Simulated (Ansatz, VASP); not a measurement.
# WSe2 in VASP and in Ansatz

Contents of INCAR:

```
PREC = Accurate ; ENCUT = 520
EDIFF = 1E-6 ; ISMEAR = 0
SIGMA = 0.05 ; LREAL = False
LASPH = True ; NELM = 60
ALGO = Normal ; ISIF = 2
LWAVE = False ; LCHARG = False
GGA = PE ; IVDW = 12
NBANDS = 20
```

File KPOINTS:

```
regular mesh
0
Gamma
  9 9 4
```

POSCAR

```
WSe2
1.0
    3.2789854936      0.0000000000      0.0000000000
   -1.6394927468      2.8396847361      0.0000000000
    0.0000000000      0.0000000000      7.0056191088
W Se
1 2
Direct
    0.0000000000      0.0000000000      0.0000000000
    0.3333333333      0.6666666667      0.2762384783
    0.3333333333      0.6666666667      0.7237615217
```

Input for Ansatz:

```yaml
crystal:
  lattice:
    - [3.2789854936, 0.0, 0.0]
    - [-1.6394927468, 2.8396847361, 0.0]
    - [0.0, 0.0, 7.0056191088]
  atoms:
    - { symbol: W, position: [0.0, 0.0, 0.0] }
    - { symbol: Se, position: [0.3333333333, 0.6666666667, 0.2762384783] }
    - { symbol: Se, position: [0.3333333333, 0.6666666667, 0.7237615217] }
basis:
  ecutwfc: 420
kpoints:
  mp_grid: { grid: [9, 9, 4] }
hamiltonian:
  xc: pbe
  pseudopotentials: { kind: paw, azcp: { folder: soft_1 } }
  dispersion: d3bj
scf:
  occupations: { method: gaussian, width: 0.05 }
output:
  forces: true
  stress: true
  eigenvalues: true
  write_density: true
  write_potential: true
  elf: true
  volumetric_format: npy
```

Alike in both runs: task single point; functional PBE; dispersion D3(BJ); k mesh 9 × 9 × 4; occupations gaussian, width 0.05 eV; no spin polarisation.

```csv
,VASP,Ansatz
version,VASP 6.6.1,Ansatz 0.2.0
potentials or method,"VASP PAW PBE potentials, release 64 (W_sv, Se), cutoff 520 eV","scalar-relativistic, plane waves, PAW"
valence electrons in the cell,26,46
```

VASP gave:

| Quantity | Value |
| --- | --- |
| gap on the k mesh at the Fermi level (eV) | 0.48 |
| least direct gap on the mesh (eV) | 1.18 |
| pressure (GPa) | -14.1 |
| traceless stress, the component that is largest in VASP (GPa) | -11.14 |
| rms of the force components (eV/Å) | 1.586 |

Task: Which values does Ansatz return?

Result: gap on the k mesh at the Fermi level (eV): 0.48; least direct gap on the mesh (eV): 1.18; pressure (GPa): -14.3; traceless stress, the component that is largest in VASP (GPa): -11.19; rms of the force components (eV/Å): 1.596.

Atom by atom the forces differ by 0.010 eV/Å (rms over components). VASP's potentials hold 26 valence electrons a cell and Ansatz's 46, so a difference there can come from the potentials and not from the codes.

Neither program's run includes spin-orbit coupling.
